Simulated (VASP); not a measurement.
Te:

```
CELL_PARAMETERS angstrom
4.39380 0.00000 0.00000
-2.19690 3.80515 0.00000
0.00000 0.00000 5.84394
ATOMIC_POSITIONS crystal
Te 0.73100 0.73100 0.00000
Te 0.00000 0.26900 0.66667
Te 0.26900 0.00000 0.33333
```

Base run:

| Item | Value |
| --- | --- |
| Program | VASP 6.6.1 |
| Functional | r2SCAN |
| Potentials or basis | VASP PAW PBE potentials, release 64 (Te) |
| Cutoff | 520 eV |
| k mesh | 7 × 7 × 5 |
| Occupations | fermi-dirac, width 0.05 eV |
| Spin | no spin polarisation |

Its results: band gap on the k mesh 0.71 eV, indirect (least direct gap 0.96 eV); pressure 3.3 GPa; largest force 0.169 eV/Å.

The run is repeated on the same cell with these changes: functional from r2SCAN to PBEsol. What comes out?

Band gap on the k mesh 0.57 eV, indirect (least direct gap 0.79 eV); pressure 1.3 GPa; largest force 0.355 eV/Å.

r2SCAN gives the wider gap, since meta-GGAs in the generalised Kohn-Sham scheme recover part of the derivative discontinuity.

Caveats: the PAW data sets were made with another functional, which shifts forces and pressure a little; spin-orbit coupling is left out, which moves the levels of the heavy elements.

A k mesh can miss the band edges.
